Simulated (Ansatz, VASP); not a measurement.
## MgS in VASP and in Ansatz

Contents of POSCAR:

```
MgS
1.0
    0.0000000000      2.5044813180      2.6015179370
    2.5044813180      0.0000000000      2.6015179370
    2.5044813180      2.5044813180      0.0000000000
Mg S
1 1
Direct
    0.0000000000      0.0000000000      0.0000000000
    0.5000000000      0.5000000000      0.5000000000
```

Contents of INCAR.step1:

```
  PREC = Accurate
  ENCUT = 520
  EDIFF = 1E-5
  ISMEAR = 0
  SIGMA = 0.01
  LREAL = F
  LASPH = T
  NELM = 80
  ALGO = Normal
  ISIF = 2
  LWAVE = T
  LCHARG = F
  NBANDS = 11
  GGA = PE
```

INCAR.step2

```
  PREC = Accurate
  ENCUT = 520
  EDIFF = 1E-7
  ISMEAR = 0
  SIGMA = 0.01
  LREAL = F
  LASPH = T
  NELM = 80
  ALGO = Normal
  ISIF = 2
  LWAVE = F
  LCHARG = F
  GGA = PE
  LHFCALC = T
  HFSCREEN = 0.2079
  PRECFOCK = Normal
  NBANDS = 11
  ISTART = 1
```

File KPOINTS:

```
Automatic mesh
0
Gamma
  6 6 6
```

Input for Ansatz:

```yaml
crystal:
  lattice:
    - [0.0, 2.504481318, 2.601517937]
    - [2.504481318, 0.0, 2.601517937]
    - [2.504481318, 2.504481318, 0.0]
  atoms:
    - { symbol: Mg, position: [0.0, 0.0, 0.0] }
    - { symbol: S, position: [0.5, 0.5, 0.5] }
kpoints:
  mp_grid: { grid: [6, 6, 6] }
  band_path:
    path:
      - [0.0, 0.0, 0.0]
      - [0.5, 0.0, 0.5]
      - [0.625, 0.25, 0.625]
      - [0.375, 0.375, 0.75]
      - [0.5, 0.5, 0.5]
      - [0.5, 0.25, 0.75]
    npoints: 1
hamiltonian:
  xc: hse06
scf:
  occupations: { method: fixed }
  n_extra_bands: 4
output:
  forces: true
  stress: true
  eigenvalues: true
```

Change from the starting cell: biaxial_xy strain -3.7%.

Alike in both runs: task single point; functional HSE06; k mesh 6 × 6 × 6; no spin polarisation.

|  | VASP | Ansatz |
| --- | --- | --- |
| version | VASP 6.6.1 | Ansatz 0.2.0 |
| potentials or method | VASP PAW PBE potentials, release 64 (Mg, S) | plane waves, PAW |
| plane-wave cutoff (eV) | 520 | 420 |
| occupations | gaussian, width 0.01 eV | fixed |
| valence electrons in the cell | 8 | 16 |

VASP gave:

- gap on the k mesh at the Fermi level (eV): 3.75
- pressure (GPa): 6.5
- traceless stress, the component that is largest in VASP (GPa): -3.73

Question: What did Ansatz give for the same quantities?

Answer: gap on the k mesh at the Fermi level (eV): 3.81; pressure (GPa): 6.9; traceless stress, the component that is largest in VASP (GPa): -3.75.

VASP's potentials hold 8 valence electrons a cell and Ansatz's 16, so a difference there can come from the potentials and not from the codes. Ansatz's warnings: stress exchange threshold loose, stress scf threshold loose.
